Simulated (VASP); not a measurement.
# AgCl in VASP: further runs

The runs below take AgCl through electric field gradients, with PBE.

Program: VASP 6.6.1. These are calculated values, not measurements. Logs are shortened: lines on timing, memory, paths and dates and some standing lists are left out, and cuts for length are marked.

### Step 1. The cell of the first run

It takes space group R-3m (No. 166, trigonal). Conventional cell: a = 3.981 Å, b = 3.981 Å, c = 9.318 Å, α = 90.00°, β = 90.00°, γ = 120.00°. Ag (site symmetry -3m) has 6 Cl at 2.77 Å within 3.7 Å. Within 3.7 Å of Cl (site symmetry -3m) lie 6 Ag at 2.77 Å.

### Step 2. Electric field gradients, PBE (equal xy, yz and zx shear strains of -3 %)

The input, INCAR:

```
ALGO     = Normal         # electronic algorithm
EDIFF    = 1E-8           # SCF threshold, eV
ENCUT    = 520            # plane-wave cutoff, eV
GGA      = PE             # functional
ISIF     = 2              # what is computed and relaxed
ISMEAR   = -1             # smearing method
LASPH    = True           # aspherical terms in the spheres
LCHARG   = False          # write CHGCAR
LEFG     = True         
LREAL    = False          # projectors in reciprocal space
LWAVE    = False          # write WAVECAR
NBANDS   = 16             # bands
NELM     = 100            # most SCF steps
PREC     = Accurate       # precision mode
SIGMA    = 0.02           # smearing width, eV
```

The input, KPOINTS:

```
k-points
0
Gamma
  8 8 8
```

The input, POSCAR:

```
AgCl
1.0
   -0.0831945000      2.7315527500      2.7315527500
    2.7315527500     -0.0831945000      2.7315527500
    2.7315527500      2.7315527500     -0.0831945000
Ag Cl
1 1
Direct
    0.5000000000      0.5000000000      0.5000000000
    0.0000000000      0.0000000000      0.0000000000
```

Potentials or basis: VASP PAW PBE potentials, release 64 (Ag, Cl).

Launch:

```bash
> cat potpaw_PBE.64/Ag/POTCAR potpaw_PBE.64/Cl/POTCAR > POTCAR
> mpirun -np 1 vasp_std > vasp.out
```

OUTCAR:

```text
EDIFF = 1E-8
   ENCUT = 520
   GGA = PE
   ISIF = 2
   ISMEAR = -1
   LASPH = True
   LREAL = False
   NELM = 100
   PREC = Accurate

 ion  position               nearest neighbor table
   1  0.500  0.500  0.500-   2 2.77   2 2.77   2 2.77   2 2.77   2 2.77   2 2.77
   2  0.000  0.000  0.000-   1 2.77   1 2.77   1 2.77   1 2.77   1 2.77   1 2.77

  LATTYP: Found a trigonal (rhomboedric) cell.
 ALAT       =     3.8638946902
 COS(alpha) =     0.4693254694

  Lattice vectors:

 A1 = (  -0.0831945000,   2.7315527500,   2.7315527500)
 A2 = (   2.7315527500,  -0.0831945000,   2.7315527500)
 A3 = (   2.7315527500,   2.7315527500,  -0.0831945000)

Analysis of symmetry for initial positions (statically):
=====================================================================
 Subroutine PRICEL returns:
 Original cell was already a primitive cell.

 Routine SETGRP: Setting up the symmetry group for a
 trigonal (rhombohedral) supercell.

 Subroutine GETGRP returns: Found 12 space group operations
 (whereof 12 operations were pure point group operations)
 out of a pool of 12 trial point group operations.

The static configuration has the point symmetry D_3d.

Analysis of symmetry for dynamics (positions and initial velocities):
=====================================================================
 Subroutine PRICEL returns:
 Original cell was already a primitive cell.

 Routine SETGRP: Setting up the symmetry group for a
 trigonal (rhombohedral) supercell.

 Subroutine GETGRP returns: Found 12 space group operations
 (whereof 12 operations were pure point group operations)
 out of a pool of 12 trial point group operations.

The dynamic configuration has the point symmetry D_3d.

 Subroutine INISYM returns: Found 12 space group operations
 (whereof 12 operations are pure point group operations),
 and found     1 'primitive' translations

----------------------------------------------------------------------------------------

                                     Primitive cell

  volume of cell :      42.6240

  direct lattice vectors                    reciprocal lattice vectors
    -0.083194500  2.731552750  2.731552750    -0.174888897  0.180382789  0.180382789
     2.731552750 -0.083194500  2.731552750     0.180382789 -0.174888897  0.180382789
[... 118 lines left out ...]
  volume of cell :       42.62
 maximum number of plane-waves:      1175
 NGX is ok and might be reduce to    30
   NGX = 15   NGY = 15   NGZ = 15

 number of electron      17.9999997 magnetization

 Free energy of the ion-electron system (eV)
  ---------------------------------------------------
  ext. energy  EPLUGINS =         0.00000000
  ---------------------------------------------------
  free energy    TOTEN  =        -5.39225462 eV

  energy without entropy =       -5.39225462  energy(sigma->0) =       -5.39225462

 E-fermi :   4.2574     XC(G=0):  -9.9705

 val. band max:        3.8533414941   @ k =   0.5000   0.5000   0.5000
 cond. band min:       4.7250915940   @ k =   0.0000   0.0000   0.0000
 fundamental gap:      0.8717500999
 Fermi energy:         4.2574292498

 k-point     1 :       0.0000    0.0000    0.0000
  band No.  band energies     occupation
      1     -11.3243      2.00000
      2       1.3485      2.00000
      3       1.3485      2.00000
      4       1.4256      2.00000
      5       1.4316      2.00000
      6       1.4316      2.00000
[... 433 lines left out ...]
      3      -0.1759      2.00000
      4       0.3162      2.00000
      5       1.5499      2.00000
      6       1.6717      2.00000
[... 8 lines left out ...]
     15      17.6651      0.00000
     16      17.8959      0.00000

 [... further k-points ...]
[... 5 lines left out ...]
  --------------------------------------------------------------------------------------
  -------------------------------------------------------------------------------------
  Total        0.3877938      0.3877938      0.3877938      0.0412521      0.0412521      0.0412521
  in kB       14.5766449     14.5766449     14.5766449      1.5506094      1.5506094      1.5506094
  external PRESSURE =      14.5766449 kB  Pullay stress =       0.0000000 kB

 VOLUME and BASIS-vectors are now :
 -----------------------------------------------------------------------------
  energy-cutoff  :      520.00
  volume of cell :       42.62
      direct lattice vectors                 reciprocal lattice vectors
    -0.083194500  2.731552750  2.731552750    -0.174888897  0.180382789  0.180382789
     2.731552750 -0.083194500  2.731552750     0.180382789 -0.174888897  0.180382789
     2.731552750  2.731552750 -0.083194500     0.180382789  0.180382789 -0.174888897

 POSITION                                       TOTAL-FORCE (eV/Angst)
 -----------------------------------------------------------------------------------
      2.68996      2.68996      2.68996        -0.000000      0.000000      0.000000
      0.00000      0.00000      0.00000         0.000000     -0.000000     -0.000000
 -----------------------------------------------------------------------------------
    total drift:                                0.000000      0.000000      0.000000

  FREE ENERGIE OF THE ION-ELECTRON SYSTEM (eV)
  ---------------------------------------------------
  free  energy   TOTEN  =        -5.3922546187 eV

  energy  without entropy=       -5.3922546187  energy(sigma->0) =       -5.39225462

 Electric field gradients (V/A^2)
---------------------------------------------------------------------
 ion       V_xx      V_yy      V_zz      V_xy      V_xz      V_yz
---------------------------------------------------------------------
   1      -0.000    -0.000     0.000     3.272     3.272     3.272
   2      -0.000     0.000    -0.000    -6.407    -6.407    -6.407
---------------------------------------------------------------------

 Electric field gradients after diagonalization (V/A^2)
 (convention: |V_zz| > |V_xx| > |V_yy|)
----------------------------------------------------------------------
 ion       V_xx      V_yy      V_zz     asymmetry (V_yy - V_xx)/ V_zz
----------------------------------------------------------------------
   1      -3.272    -3.272     6.545       0.000
   2       6.407     6.407   -12.814       0.000
----------------------------------------------------------------------

           NMR quadrupolar parameters

 Cq : quadrupolar parameter    Cq=e*Q*V_zz/h
 eta: asymmetry parameters     (V_yy - V_xx)/ V_zz
 Q  : nuclear electric quadrupole moment in mb (millibarn)
----------------------------------------------------------------------
 ion       Cq(MHz)       eta       Q (mb)
----------------------------------------------------------------------
   1       0.016       0.000       1.000
   2      -0.031       0.000       1.000
----------------------------------------------------------------------
```

OSZICAR:

```text
N       E                     dE             d eps       ncg     rms          rms(c)
DAV:   1     0.918645964513E+02    0.91865E+02   -0.85602E+03  2080   0.102E+03
DAV:   2    -0.251313877077E+01   -0.94378E+02   -0.86211E+02  2616   0.217E+02
DAV:   3    -0.556173842100E+01   -0.30486E+01   -0.30400E+01  2624   0.395E+01
DAV:   4    -0.557680218592E+01   -0.15064E-01   -0.15063E-01  2632   0.320E+00
DAV:   5    -0.557696425707E+01   -0.16207E-03   -0.16207E-03  2592   0.333E-01    0.616E+00
DAV:   6    -0.539690145331E+01    0.18006E+00   -0.24760E-01  2648   0.646E+00    0.400E+00
DAV:   7    -0.539282974470E+01    0.40717E-02   -0.96040E-02  2544   0.207E+00    0.197E+00
DAV:   8    -0.539211342214E+01    0.71632E-03   -0.46578E-03  2496   0.703E-01    0.308E-01
DAV:   9    -0.539218634283E+01   -0.72921E-04   -0.49938E-04  2648   0.278E-01    0.387E-02
DAV:  10    -0.539225057570E+01   -0.64233E-04   -0.91416E-05  2520   0.853E-02    0.293E-02
DAV:  11    -0.539225464520E+01   -0.40695E-05   -0.47265E-06  2720   0.154E-02    0.362E-03
DAV:  12    -0.539225474324E+01   -0.98039E-07   -0.53268E-07  2344   0.550E-03    0.155E-03
DAV:  13    -0.539225462481E+01    0.11843E-06   -0.86748E-08  2648   0.292E-03    0.103E-03
DAV:  14    -0.539225461422E+01    0.10595E-07   -0.14017E-08  2056   0.780E-04    0.437E-04
DAV:  15    -0.539225461871E+01   -0.44865E-08   -0.11106E-09  1680   0.261E-04
   1 F= -.53922546E+01 E0= -.53922546E+01  d E =-.154093E-10
```

Wall time 36 s (1 thread of Intel Xeon Platinum 8488C (Sapphire Rapids), shared host); peak memory 0.18 GiB.

Results:

- Free energy: -5.3923 eV
- Pressure: 1.5 GPa
- Band gap on the k mesh: 0.87 eV, indirect (least direct gap 3.09 eV)

Stress tensor (GPa, compression positive):
```
1.46 0.16 0.16
0.16 1.46 0.16
0.16 0.16 1.46
```

Electric field gradients, principal values (V/Å²):
| atom | least | middle | greatest (by size) |
| --- | --- | --- | --- |
| 1 Ag | -3.272 | -3.272 | 6.545 |
| 2 Cl | 6.407 | 6.407 | -12.814 |

Caveat: the cell differs from its parent crystal (equal xy, yz and zx shear strains of -3 %); without QUAD_EFG the Cq values of the log hold for a quadrupole moment of 1 mb, not for the nuclei.

### Step 3. Electric field gradients, PBE (equal xy, yz and zx shear strains of -1 %)

The input, INCAR:

```
SYSTEM = AgCl
  ALGO = Normal
  EDIFF = 1E-8
  ENCUT = 520
  GGA = PE
  ISIF = 2
  ISMEAR = -1
  LASPH = .True.
  LCHARG = .False.
  LEFG = .True.
  LREAL = .False.
  LWAVE = .False.
  NBANDS = 16
  NELM = 60
  PREC = Accurate
  SIGMA = 0.02
```

The input, KPOINTS:

```
k-points
0
Gamma
  8 8 8
  0 0 0
```

The input, POSCAR:

```
AgCl
1.0
   -0.0277315000      2.7592842500      2.7592842500
    2.7592842500     -0.0277315000      2.7592842500
    2.7592842500      2.7592842500     -0.0277315000
Ag Cl
1 1
Direct
    0.5000000000      0.5000000000      0.5000000000
    0.0000000000      0.0000000000      0.0000000000
```

Potentials or basis: VASP PAW PBE potentials, release 64 (Ag, Cl).

Launch:

```bash
> cat potpaw_PBE.64/Ag/POTCAR potpaw_PBE.64/Cl/POTCAR > POTCAR
> mpirun -np 1 vasp_std > vasp.out
```

OUTCAR:

```text
SYSTEM = AgCl
   EDIFF = 1E-8
   ENCUT = 520
   GGA = PE
   ISIF = 2
   ISMEAR = -1
   LASPH = .True.
   LREAL = .False.
   NELM = 60
   PREC = Accurate

 ion  position               nearest neighbor table
   1  0.500  0.500  0.500-   2 2.77   2 2.77   2 2.77   2 2.77   2 2.77   2 2.77
   2  0.000  0.000  0.000-   1 2.77   1 2.77   1 2.77   1 2.77   1 2.77   1 2.77

  LATTYP: Found a trigonal (rhomboedric) cell.
 ALAT       =     3.9023157459
 COS(alpha) =     0.4899250057

  Lattice vectors:

 A1 = (  -0.0277315000,   2.7592842500,   2.7592842500)
 A2 = (   2.7592842500,  -0.0277315000,   2.7592842500)
 A3 = (   2.7592842500,   2.7592842500,  -0.0277315000)

Analysis of symmetry for initial positions (statically):
=====================================================================
 Subroutine PRICEL returns:
 Original cell was already a primitive cell.

 Routine SETGRP: Setting up the symmetry group for a
 trigonal (rhombohedral) supercell.

 Subroutine GETGRP returns: Found 12 space group operations
 (whereof 12 operations were pure point group operations)
 out of a pool of 12 trial point group operations.

The static configuration has the point symmetry D_3d.

Analysis of symmetry for dynamics (positions and initial velocities):
=====================================================================
 Subroutine PRICEL returns:
 Original cell was already a primitive cell.

 Routine SETGRP: Setting up the symmetry group for a
 trigonal (rhombohedral) supercell.

 Subroutine GETGRP returns: Found 12 space group operations
 (whereof 12 operations were pure point group operations)
 out of a pool of 12 trial point group operations.

The dynamic configuration has the point symmetry D_3d.

 Subroutine INISYM returns: Found 12 space group operations
 (whereof 12 operations are pure point group operations),
 and found     1 'primitive' translations

----------------------------------------------------------------------------------------

                                     Primitive cell

  volume of cell :      42.6498

  direct lattice vectors                    reciprocal lattice vectors
    -0.027731500  2.759284250  2.759284250    -0.178497286  0.180309441  0.180309441
     2.759284250 -0.027731500  2.759284250     0.180309441 -0.178497286  0.180309441
     2.759284250  2.759284250 -0.027731500     0.180309441  0.180309441 -0.178497286

  length of vectors
     3.902315746  3.902315746  3.902315746     0.311262382  0.311262382  0.311262382

  position of ions in fractional coordinates (direct lattice)
     0.500000000  0.500000000  0.500000000
     0.000000000  0.000000000  0.000000000

  ion indices of the primitive-cell ions
   primitive index   ion index
                 1           1
                 2           2

----------------------------------------------------------------------------------------

 KPOINTS: k-points

Automatic generation of k-mesh.
 Grid dimensions read from file:
 generate k-points for:    8    8    8

 Generating k-lattice:

[... 64 lines left out ...]
   NSW    =      0    number of steps for IOM
   IBRION =     -1    ionic relax: 0-MD 1-quasi-New 2-CG
   NFREE  =      0    steps in history (QN), initial steepest desc. (CG)
   ISIF   =      2    stress and relaxation
   ISYM   =      2    0-nonsym 1-usesym 2-fastsym
   POTIM  = 0.5000    time-step for ionic-motion
   TEBEG  =    0.0;   TEEND  =   0.0 temperature during run
   PSTRESS=    0.0 pullay stress
   NELECT =      18.0000    total number of electrons
   NUPDOWN=      -1.0000    fix difference up-down
   EMIN   =  10.00;   EMAX   =-10.00  energy-range for DOS
   EFERMI =   0.00;   METHOD = LEGACY
   ISMEAR =    -1;   SIGMA  =   0.02  broadening in eV -4-tet -1-fermi 0-gaus
   EFERMI_NEDOS =   21; number of points for ismear=-14 and -15
   IALGO  =     38    algorithm
   IMIX   =      4    mixing-type and parameters
     AMIX     =   0.40;   BMIX     =  1.00
     AMIX_MAG =   1.60;   BMIX_MAG =  1.00
  volume/ion in A,a.u.               =      21.32       143.91
  Fermi-wavevector in a.u.,A,eV,Ry     =   1.227985  2.320556 20.516880  1.507948
  Thomas-Fermi vector in A             =   2.362928
   LORBIT       =      0    0 simple, 1 ext, 2 COOP (PROOUT), +10 PAW based schemes
   GGA     = PE    functional components
   LHFCALC =     F    Hartree Fock is set to
   AEXX    =    0.0000 exact exchange contribution
   IVDW    =     0    specifies the selected vdW correction
   LEPSILON=     F    determine dielectric tensor
   LRPA    =     F    only Hartree local field effects (RPA)
 non-spin polarized calculation
  energy-cutoff  :      520.00
  volume of cell :       42.65
 maximum number of plane-waves:      1175
 NGX is ok and might be reduce to    30
   NGX = 15   NGY = 15   NGZ = 15

 number of electron      18.0000004 magnetization

 Free energy of the ion-electron system (eV)
  ---------------------------------------------------
  ext. energy  EPLUGINS =         0.00000000
  ---------------------------------------------------
  free energy    TOTEN  =        -5.39416890 eV

  energy without entropy =       -5.39416890  energy(sigma->0) =       -5.39416890

 E-fermi :   4.2729     XC(G=0):  -9.9658

 val. band max:        3.8289038450   @ k =   0.5000   0.5000   0.5000
 cond. band min:       4.7261032333   @ k =   0.0000   0.0000   0.0000
 fundamental gap:      0.8971993883
 Fermi energy:         4.2729083008

 k-point     1 :       0.0000    0.0000    0.0000
  band No.  band energies     occupation
      1     -11.3305      2.00000
      2       1.3695      2.00000
      3       1.3695      2.00000
      4       1.3935      2.00000
      5       1.4210      2.00000
      6       1.4210      2.00000
[... 433 lines left out ...]
      3      -0.1484      2.00000
      4       0.2544      2.00000
      5       1.5631      2.00000
      6       1.6627      2.00000
[... 8 lines left out ...]
     15      17.6075      0.00000
     16      17.7147      0.00000

 [... further k-points ...]
[... 5 lines left out ...]
  --------------------------------------------------------------------------------------
  -------------------------------------------------------------------------------------
  Total        0.3919033      0.3919033      0.3919033      0.0140701      0.0140701      0.0140701
  in kB       14.7221780     14.7221780     14.7221780      0.5285542      0.5285542      0.5285542
  external PRESSURE =      14.7221780 kB  Pullay stress =       0.0000000 kB

 VOLUME and BASIS-vectors are now :
 -----------------------------------------------------------------------------
  energy-cutoff  :      520.00
  volume of cell :       42.65
      direct lattice vectors                 reciprocal lattice vectors
    -0.027731500  2.759284250  2.759284250    -0.178497286  0.180309441  0.180309441
     2.759284250 -0.027731500  2.759284250     0.180309441 -0.178497286  0.180309441
     2.759284250  2.759284250 -0.027731500     0.180309441  0.180309441 -0.178497286

 POSITION                                       TOTAL-FORCE (eV/Angst)
 -----------------------------------------------------------------------------------
      2.74542      2.74542      2.74542        -0.000000      0.000000     -0.000000
      0.00000      0.00000      0.00000         0.000000     -0.000000      0.000000
 -----------------------------------------------------------------------------------
    total drift:                                0.000000      0.000000      0.000000

  FREE ENERGIE OF THE ION-ELECTRON SYSTEM (eV)
  ---------------------------------------------------
  free  energy   TOTEN  =        -5.3941688954 eV

  energy  without entropy=       -5.3941688954  energy(sigma->0) =       -5.39416890

 Electric field gradients (V/A^2)
---------------------------------------------------------------------
 ion       V_xx      V_yy      V_zz      V_xy      V_xz      V_yz
---------------------------------------------------------------------
   1      -0.000    -0.000     0.000     1.090     1.090     1.090
   2      -0.000    -0.000    -0.000    -2.174    -2.174    -2.174
---------------------------------------------------------------------

 Electric field gradients after diagonalization (V/A^2)
 (convention: |V_zz| > |V_xx| > |V_yy|)
----------------------------------------------------------------------
 ion       V_xx      V_yy      V_zz     asymmetry (V_yy - V_xx)/ V_zz
----------------------------------------------------------------------
   1      -1.090    -1.090     2.180       0.000
   2       2.174     2.174    -4.349       0.000
----------------------------------------------------------------------

           NMR quadrupolar parameters

 Cq : quadrupolar parameter    Cq=e*Q*V_zz/h
 eta: asymmetry parameters     (V_yy - V_xx)/ V_zz
 Q  : nuclear electric quadrupole moment in mb (millibarn)
----------------------------------------------------------------------
 ion       Cq(MHz)       eta       Q (mb)
----------------------------------------------------------------------
   1       0.005       0.000       1.000
   2      -0.011       0.000       1.000
----------------------------------------------------------------------
```

It took 43 s on 1 thread of Intel Xeon Platinum 8488C (Sapphire Rapids), shared host; peak memory 0.19 GiB.

What came out:

* Free energy: -5.3942 eV
* Pressure: 1.5 GPa
* Band gap on the k mesh: 0.90 eV, indirect (least direct gap 3.17 eV)

Stress tensor (GPa, compression positive):
```
1.47 0.05 0.05
0.05 1.47 0.05
0.05 0.05 1.47
```

Levels at points of the mesh, in eV from the valence-band top:
| k point | band 7 | band 8 | band 9 | band 10 | band 11 | band 12 |
| --- | --- | --- | --- | --- | --- | --- |
| (0.00, 0.00, 0.00) | -2.35 | -2.35 | -2.29 | 0.90 | 10.78 | 10.78 |
| (0.50, 0.00, 0.00) | -1.78 | -0.03 | 0.00 | 4.25 | 6.50 | 7.64 |
| (0.50, 0.50, 0.00) | -1.97 | -1.96 | -1.88 | 2.37 | 8.02 | 8.62 |
| (0.50, 0.50, 0.50) | -1.75 | 0.00 | 0.00 | 4.18 | 6.59 | 7.56 |

Electric field gradients, principal values (V/Å²):
```
atom   least  middle  greatest (by size)
1 Ag  -1.090  -1.090               2.180
2 Cl   2.174   2.174              -4.349
```

Caveat: the cell differs from its parent crystal (equal xy, yz and zx shear strains of -1 %); without QUAD_EFG the Cq values of the log hold for a quadrupole moment of 1 mb, not for the nuclei. A k mesh can miss the band edges.

(Continued in part 2 of 2.)
